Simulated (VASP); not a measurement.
# Mo (P6_3/mmc) in VASP: further runs

Runs on Mo. Level: LDA. Tasks: relaxation of cell and atoms.

All numbers are computed with VASP 6.6.1; they aren't measurements. Logs are shortened: lines on timing, memory, paths and dates and some standing lists are left out, and cuts for length are marked.

## (1) The cell of the first run

It takes space group P6_3/mmc (No. 194, hexagonal). The conventional cell has a = 2.599 Å, b = 2.599 Å, c = 3.983 Å, α = 90.00°, β = 90.00°, γ = 120.00°. Mo (site symmetry -6m2) has 12 Mo at 2.49 to 2.60 Å within 3.3 Å.

This isn't the form of Mo at room conditions, which is bcc.

## (2) Relaxation of cell and atoms, LDA, target pressure 120 GPa, at which the enthalpy is minimised

INCAR

```
SYSTEM = Mo
PREC = Accurate
ENCUT = 600
EDIFF = 1E-6
ISMEAR = -1
SIGMA = 0.05
LREAL = .False.
LASPH = .True.
NELM = 100
ALGO = Normal
ISIF = 3
LWAVE = .False.
LCHARG = .False.
GGA = CA
IBRION = 2
NSW = 32
EDIFFG = -0.005
PSTRESS = 1200.0
```

KPOINTS

```
regular mesh
0
Gamma
  17 17 9
  0 0 0
```

POSCAR

```
Mo
1.0
    2.5991586380      0.0000000000      0.0000000000
   -1.2995793190      2.2509374090      0.0000000000
    0.0000000000      0.0000000000      3.9832527851
Mo
2
Direct
    0.3333333333      0.6666666667      0.2500000000
    0.6666666667      0.3333333333      0.7500000000
```

Potentials or basis: VASP PAW LDA potentials, release 64 (Mo_sv).

On the command line:

```sh
$ cat potpaw_LDA.64/Mo_sv/POTCAR > POTCAR
$ mpirun -np 1 vasp_std > vasp.out
```

OUTCAR:

```text
SYSTEM = Mo
   PREC = Accurate
   ENCUT = 600
   EDIFF = 1E-6
   ISMEAR = -1
   LREAL = .False.
   LASPH = .True.
   NELM = 100
   ISIF = 3
   GGA = CA
   IBRION = 2
   NSW = 32
   EDIFFG = -0.005
   PSTRESS = 1200.0

 ion  position               nearest neighbor table
   1  0.333  0.667  0.250-   2 2.49   2 2.49   2 2.49   2 2.49   2 2.49   2 2.49
   2  0.667  0.333  0.750-   1 2.49   1 2.49   1 2.49   1 2.49   1 2.49   1 2.49

  LATTYP: Found a hexagonal cell.
 ALAT       =     2.5991586380
 C/A-ratio  =     1.5325162254

  Lattice vectors:

 A1 = (   2.5991586380,   0.0000000000,   0.0000000000)
 A2 = (  -1.2995793190,   2.2509374090,   0.0000000000)
 A3 = (   0.0000000000,   0.0000000000,   3.9832527851)

Analysis of symmetry for initial positions (statically):
=====================================================================
 Subroutine PRICEL returns:
 Original cell was already a primitive cell.

 Routine SETGRP: Setting up the symmetry group for a
 hexagonal supercell.

 Subroutine GETGRP returns: Found 24 space group operations
 (whereof 12 operations were pure point group operations)
 out of a pool of 24 trial point group operations.

The static configuration has the point symmetry D_3d.
 The point group associated with its full space group is D_6h.

Analysis of symmetry for dynamics (positions and initial velocities):
=====================================================================
 Subroutine PRICEL returns:
 Original cell was already a primitive cell.

 Routine SETGRP: Setting up the symmetry group for a
 hexagonal supercell.

 Subroutine GETGRP returns: Found 24 space group operations
 (whereof 12 operations were pure point group operations)
 out of a pool of 24 trial point group operations.

The dynamic configuration has the point symmetry D_3d.
 The point group associated with its full space group is D_6h.

 Subroutine INISYM returns: Found 24 space group operations
 (whereof 12 operations are pure point group operations),
 and found     1 'primitive' translations

----------------------------------------------------------------------------------------

                                     Primitive cell

  volume of cell :      23.3042

  direct lattice vectors                    reciprocal lattice vectors
     2.599158638  0.000000000  0.000000000     0.384739887  0.222129677  0.000000000
    -1.299579319  2.250937409  0.000000000     0.000000000  0.444259354  0.000000000
     0.000000000  0.000000000  3.983252785     0.000000000  0.000000000  0.251051102

  length of vectors
     2.599158638  2.599158638  3.983252785     0.444259354  0.444259354  0.251051102

  position of ions in fractional coordinates (direct lattice)
     0.333333333  0.666666667  0.250000000
     0.666666667  0.333333333  0.750000000

  ion indices of the primitive-cell ions
   primitive index   ion index
                 1           1
                 2           2

----------------------------------------------------------------------------------------

 KPOINTS: regular mesh

Automatic generation of k-mesh.
 Grid dimensions read from file:
 generate k-points for:   17   17    9

 Generating k-lattice:

  Cartesian coordinates                     Fractional coordinates (reciprocal lattice)
     0.022631758  0.013066452  0.000000000     0.058823529  0.000000000  0.000000000
     0.000000000  0.026132903  0.000000000     0.000000000  0.058823529  0.000000000
     0.000000000  0.000000000  0.027894567     0.000000000  0.000000000  0.111111111

  Length of vectors
     0.026132903  0.026132903  0.027894567

  Shift w.r.t. Gamma in fractional coordinates (k-lattice)
     0.000000000  0.000000000  0.000000000

 Subroutine IBZKPT returns following result:
 ===========================================

 Found    165 irreducible k-points:

 Following reciprocal coordinates:
            Coordinates               Weight
  0.000000  0.000000  0.000000      1.000000
  0.058824  0.000000  0.000000      6.000000
  0.117647  0.000000  0.000000      6.000000
  0.176471  0.000000  0.000000      6.000000
  0.235294  0.000000  0.000000      6.000000
  0.294118  0.000000  0.000000      6.000000
[... 16 lines left out ...]
  0.411765  0.117647  0.000000     12.000000
  0.176471  0.176471  0.000000      6.000000
 [... further k-points ...]
   k-points           NKPTS =    165   k-points in BZ     NKDIM =    165   number of bands    NBANDS=     18
   number of dos      NEDOS =    301   number of ions     NIONS =      2
   total plane-waves  NPLWV =  18432
   dimension x,y,z NGX =    24 NGY =   24 NGZ =   32
   dimension x,y,z NGXF=    48 NGYF=   48 NGZF=   64
   ions per type =               2
   NGX,Y,Z   is equivalent  to a cutoff of  15.35, 15.35, 13.36 a.u.
   NGXF,Y,Z  is equivalent  to a cutoff of  30.70, 30.70, 26.71 a.u.
 SYSTEM =  Mo
   PREC   = accura    normal or accurate (medium, high low for compatibility)
   ISTART =      0    job   : 0-new  1-cont  2-samecut
   ICHARG =      2    charge: 1-file 2-atom 10-const
   ISPIN  =      1    spin polarized calculation?
   LNONCOLLINEAR =      F non collinear calculations
   LSORBIT =      F    spin-orbit coupling
   LASPH  =      T    aspherical Exc in radial PAW
   ENCUT  =  600.0 eV  44.10 Ry    6.64 a.u.   5.19  5.19  7.96*2*pi/ulx,y,z
   NELM   =    100;   NELMIN=  2; NELMDL= -5     # of ELM steps
   EDIFF  = 0.1E-05   stopping-criterion for ELM
   LREAL  =      F    real-space projection
   EDIFFG = -.5E-02   stopping-criterion for IOM
   NSW    =     32    number of steps for IOM
   IBRION =      2    ionic relax: 0-MD 1-quasi-New 2-CG
   NFREE  =      1    steps in history (QN), initial steepest desc. (CG)
   ISIF   =      3    stress and relaxation
   ISYM   =      2    0-nonsym 1-usesym 2-fastsym
   POTIM  = 0.5000    time-step for ionic-motion
   TEBEG  =    0.0;   TEEND  =   0.0 temperature during run
   PSTRESS= 1200.0 pullay stress
   NELECT =      28.0000    total number of electrons
   NUPDOWN=      -1.0000    fix difference up-down
   EMIN   =  10.00;   EMAX   =-10.00  energy-range for DOS
   EFERMI =   0.00;   METHOD = LEGACY
   ISMEAR =    -1;   SIGMA  =   0.05  broadening in eV -4-tet -1-fermi 0-gaus
   EFERMI_NEDOS =   21; number of points for ismear=-14 and -15
   IALGO  =     38    algorithm
   IMIX   =      4    mixing-type and parameters
     AMIX     =   0.40;   BMIX     =  1.00
     AMIX_MAG =   1.60;   BMIX_MAG =  1.00
  volume/ion in A,a.u.               =      11.65        78.63
  Fermi-wavevector in a.u.,A,eV,Ry     =   1.740402  3.288882 41.212018  3.028998
  Thomas-Fermi vector in A             =   2.813058
   LORBIT       =      0    0 simple, 1 ext, 2 COOP (PROOUT), +10 PAW based schemes
   GGA     = CA    functional components
   LHFCALC =     F    Hartree Fock is set to
   AEXX    =    0.0000 exact exchange contribution
   IVDW    =     0    specifies the selected vdW correction
   LEPSILON=     F    determine dielectric tensor
   LRPA    =     F    only Hartree local field effects (RPA)
 conjugate gradient relaxation of ions
 non-spin polarized calculation
  energy-cutoff  :      600.00
  volume of cell :       23.30
 maximum number of plane-waves:       790
 NGX is ok and might be reduce to    24
   NGX = 11   NGY = 11   NGZ = 15

--------------------------------------- Ionic step        1  -------------------------------------------

 number of electron      28.0000002 magnetization

 Free energy of the ion-electron system (eV)
  ---------------------------------------------------
  ext. energy  EPLUGINS =         0.00000000
  ---------------------------------------------------
  free energy    TOTEN  =       -21.11923942 eV

  energy without entropy =      -21.10524802  energy(sigma->0) =      -21.11224372

------------------------ aborting loop because EDIFF is reached ----------------------------------------

  FORCE on cell =-STRESS in cart. coord.  units (eV):
  Direction    XX          YY          ZZ          XY          YZ          ZX
  --------------------------------------------------------------------------------------
  -------------------------------------------------------------------------------------
  Total       17.8509714     17.8509714     17.8964536     -0.0000000      0.0000000      0.0000000
  in kB     1227.2650362   1227.2650363   1230.3919645     -0.0000000      0.0000000      0.0000000
  external PRESSURE =      28.3073457 kB  Pullay stress =    1200.0000000 kB

 VOLUME and BASIS-vectors are now :
 -----------------------------------------------------------------------------
  energy-cutoff  :      600.00
  volume of cell :       23.30
      direct lattice vectors                 reciprocal lattice vectors
     2.599158638  0.000000000  0.000000000     0.384739887  0.222129677  0.000000000
    -1.299579319  2.250937409  0.000000000     0.000000000  0.444259354  0.000000000
     0.000000000  0.000000000  3.983252785     0.000000000  0.000000000  0.251051102
[... 160 lines left out ...]
  FREE ENERGIE OF THE ION-ELECTRON SYSTEM (eV)
  ---------------------------------------------------
  free  energy   TOTEN  =       -21.1921925908 eV

  energy  without entropy=      -21.1779883924  energy(sigma->0) =      -21.18509049

  enthalpy is  TOTEN    =        -3.6657549771 eV   P V=       17.5264376137

--------------------------------------- Ionic step        6  -------------------------------------------

 number of electron      28.0000002 magnetization

 Free energy of the ion-electron system (eV)
  ---------------------------------------------------
  ext. energy  EPLUGINS =         0.00000000
  ---------------------------------------------------
  free energy    TOTEN  =       -21.19172330 eV

  energy without entropy =      -21.17732687  energy(sigma->0) =      -21.18452509

 E-fermi :  17.3012     XC(G=0): -15.2651

 val. band max:       17.2957166847   @ k =   0.2941   0.1765   0.0000
 cond. band min:      17.3090379699   @ k =   0.1765   0.1176   0.2222
 fundamental gap:      0.0133212852
 Fermi energy:        17.3011595613

 k-point     1 :       0.0000    0.0000    0.0000
  band No.  band energies     occupation
      1     -43.4308      2.00000
      2     -42.4831      2.00000
      3     -19.2819      2.00000
      4     -16.4167      2.00000
      5     -16.4167      2.00000
      6     -15.8524      2.00000
[... 10 lines left out ...]
     17      17.5732      0.00864
     18      21.4330      0.00000
[... 463 lines left out ...]
 k-point    24 :       0.1765    0.1765    0.0000
  band No.  band energies     occupation
      1     -42.9847      2.00000
      2     -42.3731      2.00000
      3     -18.4465      2.00000
      4     -17.6771      2.00000
      5     -17.6617      2.00000
      6     -16.7885      2.00000
[... 10 lines left out ...]
     17      20.1116      0.00000
     18      21.7457      0.00000

 [... further k-points ...]
[... 5 lines left out ...]
  --------------------------------------------------------------------------------------
  -------------------------------------------------------------------------------------
  Total       17.5274319     17.5274319     17.5350457      0.0000000      0.0000000     -0.0000000
  in kB     1200.1020238   1200.1020239   1200.6233424      0.0000000      0.0000000     -0.0000000
  external PRESSURE =       0.2757967 kB  Pullay stress =    1200.0000000 kB

 VOLUME and BASIS-vectors are now :
 -----------------------------------------------------------------------------
  energy-cutoff  :      600.00
  volume of cell :       23.40
      direct lattice vectors                 reciprocal lattice vectors
     2.600067364  0.000000000  0.000000000     0.384605420  0.222052043  0.000000000
    -1.300033682  2.251724388  0.000000000     0.000000000  0.444104085  0.000000000
     0.000000000 -0.000000000  3.996785764     0.000000000 -0.000000000  0.250201051

 POSITION                                       TOTAL-FORCE (eV/Angst)
 -----------------------------------------------------------------------------------
     -0.00000      1.50115      0.99920        -0.000000      0.000000      0.000000
      1.30003      0.75057      2.99759         0.000000     -0.000000     -0.000000
 -----------------------------------------------------------------------------------
    total drift:                               -0.000000      0.000000     -0.000000

  FREE ENERGIE OF THE ION-ELECTRON SYSTEM (eV)
  ---------------------------------------------------
  free  energy   TOTEN  =       -21.1917233012 eV

  energy  without entropy=      -21.1773268688  energy(sigma->0) =      -21.18452509

  enthalpy is  TOTEN    =        -3.6657815029 eV   P V=       17.5259417983

 reached required accuracy - stopping structural energy minimisation
```

Run time: 2.9 min. Hardware: 1 thread of Intel Xeon 8259CL, shared host; peak memory 0.2 GiB.

Results:

```yaml
Free_energy: -21.1917 eV
Relaxed_volume: 11.70 Å³/atom
Relaxed_cell: a = 2.600 Å, b = 2.600 Å, c = 3.997 Å, α = 90.00°, β = 90.00°, γ = 120.00°
Space_group_after_relaxing_to_0.1_Å: P6_3/mmc (No. 194)
Energy_change_on_relaxing_the_run_minimises_the_enthalpy: -36.2 meV/atom
Ionic_steps: 6
Pressure_after_relaxing: 120.0 GPa
Band_gap_on_the_k_mesh: zero (bands 14 and 15 overlap by 2.96 eV)
```

Step by step:
```tsv
step	energy change (eV)	largest force (eV/Å)	pressure (GPa)	volume (Å³)
1	0.0000	0.0000	122.83	23.30
2	-0.4939	0.0000	103.20	24.01
3	-0.0746	0.0000	119.99	23.40
4	-0.0731	0.0000	120.02	23.40
5	-0.0730	0.0000	120.04	23.40
6	-0.0725	0.0000	120.03	23.40
```

Final structure:
```xyz
2
Lattice="2.6001 0.0000 0.0000 -1.3000 2.2517 0.0000 0.0000 0.0000 3.9968" Properties=species:S:1:pos:R:3 pbc="T T T"
Mo    0.0000    1.5011    0.9992
Mo    1.3000    0.7506    2.9976
```

Caveat: the cell is relaxed towards a set pressure, so the run minimises the enthalpy, not the energy.

## (3) Relaxation of cell and atoms, LDA, target pressure 120 GPa, at which the enthalpy is minimised

This run uses another cell than the first one, of 11.76 Å³/atom.

INCAR

```
  PREC = Accurate
  ENCUT = 600
  EDIFF = 1E-6
  ISMEAR = -1
  SIGMA = 0.05
  LREAL = F
  LASPH = T
  NELM = 80
  ALGO = Normal
  ISIF = 3
  LWAVE = F
  LCHARG = F
  IBRION = 2
  NSW = 60
  EDIFFG = -0.005
  PSTRESS = 1200.0
```

KPOINTS

```
Automatic mesh
0
Gamma
  17 17 9
```

POSCAR

```
Mo
1.0
    2.5592394994      0.0000000000      0.0000000000
   -1.2796197497      2.2163664208      0.0000000000
    0.0000000000      0.0000000000      4.1459679890
Mo
2
Direct
    0.3333333333      0.6666666667      0.2500000000
    0.6666666667      0.3333333333      0.7500000000
```

Potentials or basis: VASP PAW LDA potentials, release 64 (Mo_sv).

On the command line:

```sh
$ cat potpaw_LDA.64/Mo_sv/POTCAR > POTCAR
$ mpirun -np 1 vasp_std > vasp.out
```

OUTCAR:

```text
PREC = Accurate
   ENCUT = 600
   EDIFF = 1E-6
   ISMEAR = -1
   LREAL = F
   LASPH = T
   NELM = 80
   ISIF = 3
   IBRION = 2
   NSW = 60
   EDIFFG = -0.005
   PSTRESS = 1200.0

 ion  position               nearest neighbor table
   1  0.333  0.667  0.250-   2 2.55   2 2.55   2 2.55   2 2.55   2 2.55   2 2.55
   2  0.667  0.333  0.750-   1 2.55   1 2.55   1 2.55   1 2.55   1 2.55   1 2.55

  LATTYP: Found a hexagonal cell.
 ALAT       =     2.5592394994
 C/A-ratio  =     1.6200000000

  Lattice vectors:

 A1 = (   2.5592394994,   0.0000000000,   0.0000000000)
 A2 = (  -1.2796197497,   2.2163664208,   0.0000000000)
 A3 = (   0.0000000000,   0.0000000000,   4.1459679890)

Analysis of symmetry for initial positions (statically):
=====================================================================
[... 401 lines left out ...]

 number of electron      27.9999998 magnetization

 Free energy of the ion-electron system (eV)
  ---------------------------------------------------
  ext. energy  EPLUGINS =         0.00000000
  ---------------------------------------------------
  free energy    TOTEN  =       -21.19331656 eV

  energy without entropy =      -21.17885244  energy(sigma->0) =      -21.18608450

 E-fermi :  17.2989     XC(G=0): -15.2647

 val. band max:       17.2891400440   @ k =   0.2353   0.2353   0.0000
 cond. band min:      17.3031581061   @ k =   0.1765   0.1176   0.2222
 fundamental gap:      0.0140180620
 Fermi energy:        17.2989427567

 k-point     1 :       0.0000    0.0000    0.0000
  band No.  band energies     occupation
      1     -43.4317      2.00000
      2     -42.4869      2.00000
      3     -19.2813      2.00000
      4     -16.4149      2.00000
      5     -16.4149      2.00000
      6     -15.8530      2.00000
[... 481 lines left out ...]
      5     -17.6630      2.00000
      6     -16.7892      2.00000
[... 10 lines left out ...]
     17      20.1160      0.00000
     18      21.7480      0.00000

 [... further k-points ...]
[... 5 lines left out ...]
  --------------------------------------------------------------------------------------
  -------------------------------------------------------------------------------------
  Total       17.5215681     17.5215681     17.5268459      0.0000000     -0.0000000      0.0000000
  in kB     1199.6000289   1199.6000287   1199.9613722      0.0000000     -0.0000000      0.0000000
  external PRESSURE =      -0.2795234 kB  Pullay stress =    1200.0000000 kB
[... 21 lines left out ...]
  energy  without entropy=      -21.1788524358  energy(sigma->0) =      -21.18608450

  enthalpy is  TOTEN    =        -3.6659064178 eV   P V=       17.5274101449

 reached required accuracy - stopping structural energy minimisation
```

CONTCAR:

```text
Mo
   1.00000000000000
     2.5993792363095860   -0.0000000000000000   -0.0000000000000000
    -1.2996896181547930    2.2511284525308279   -0.0000000000000000
     0.0000000000000000   -0.0000000000000000    3.9992371961521322
  Mo
     2
Direct
     0.3333333332999970    0.6666666667000030    0.2500000000000000
     0.6666666667000030    0.3333333332999970    0.7500000000000000

  0.00000000E+00  0.00000000E+00  0.00000000E+00
  0.00000000E+00  0.00000000E+00  0.00000000E+00
```

Run time: 4 min. Hardware: 1 thread of Intel Xeon 8259CL, shared host; peak memory 0.19 GiB.

Results:

```yaml
Free_energy: -21.1933 eV
Relaxed_volume: 11.70 Å³/atom
Relaxed_cell: a = 2.599 Å, b = 2.599 Å, c = 3.999 Å, α = 90.00°, β = 90.00°, γ = 120.00°
Space_group_after_relaxing_to_0.1_Å: P6_3/mmc (No. 194)
Energy_change_on_relaxing_the_run_minimises_the_enthalpy: +36.3 meV/atom
Ionic_steps: 7
Pressure_after_relaxing: 120.0 GPa
Band_gap_on_the_k_mesh: zero (bands 14 and 15 overlap by 2.96 eV)
```

Step by step:
| step | energy change (eV) | largest force (eV/Å) | pressure (GPa) | volume (Å³) |
| --- | --- | --- | --- | --- |
| 1 | 0.0000 | 0.0000 | 116.72 | 23.52 |
| 2 | 0.6461 | 0.0000 | 141.76 | 22.70 |
| 3 | 0.1426 | 0.0000 | 122.43 | 23.32 |
| 4 | 0.0377 | 0.0000 | 118.46 | 23.45 |
| 5 | 0.0034 | 0.0000 | 117.16 | 23.50 |
| 6 | 0.2267 | 0.0000 | 126.19 | 23.20 |
| 7 | 0.0726 | 0.0000 | 119.97 | 23.40 |

Final structure:
```
CELL_PARAMETERS angstrom
2.59938 0.00000 0.00000
-1.29969 2.25113 0.00000
0.00000 0.00000 3.99924
ATOMIC_POSITIONS crystal
Mo 0.33333 0.66667 0.25000
Mo 0.66667 0.33333 0.75000
```

Caveat: the cell is relaxed towards a set pressure, so the run minimises the enthalpy, not the energy.
